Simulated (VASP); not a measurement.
Here is a VASP 6.6.1 calculation.

Contents of INCAR:

```
SYSTEM = CuO
ALGO = Normal ; EDIFF = 1E-6
ENCUT = 700 ; GGA = RP
GGA_COMPAT = .False. ; ISIF = 2
ISMEAR = -1 ; LASPH = .True.
LCHARG = .False. ; LREAL = .False.
LWAVE = .False. ; NBANDS = 33
NELM = 120 ; PREC = Accurate
SIGMA = 0.05
```

Contents of KPOINTS:

```
k-points
0
Gamma
  10 10 5
  0 0 0
```

POSCAR

```
CuO
1.0
    2.3906349594     -1.7470044264      0.0000000000
    2.3906349594      1.7470044264      0.0000000000
   -0.8774277226      0.0000000000      5.1586693681
Cu O
2 2
Direct
    0.0032000000      0.4968000000      0.0000000000
    0.4968000000      0.0032000000      0.5000000000
    0.5714000000      0.4056000000      0.2537000000
    0.4056000000      0.5714000000      0.7537000000
```

Potentials or basis: VASP PAW PBE potentials, release 64 (Cu_sv_GW, O).

Run with:

```bash
$ cat potpaw_PBE.64/Cu_sv_GW/POTCAR potpaw_PBE.64/O/POTCAR > POTCAR
$ mpirun -np 1 vasp_std > vasp.out
```

What does it give for the largest force?

0.689 eV/Å.

Estimate the band gap on the k mesh.

zero (band 25 reaches 5.39 eV, above the bottom of band 26 at 4.80 eV).

Forces in eV/Å, atoms in the order of the input:
```
Cu  -0.529  0.274  0.200
Cu  -0.529 -0.274  0.200
O    0.529  0.394 -0.200
O    0.529 -0.394 -0.200
```

Caveat: the PAW data sets were made with another functional, which shifts forces and pressure a little; semilocal functionals often make such compounds metallic where correlation or magnetic order opens a gap, which also shifts bond lengths. With open d or f shells a metallic result of RPBE can be an artefact of self-interaction; +U or a hybrid may open a gap.
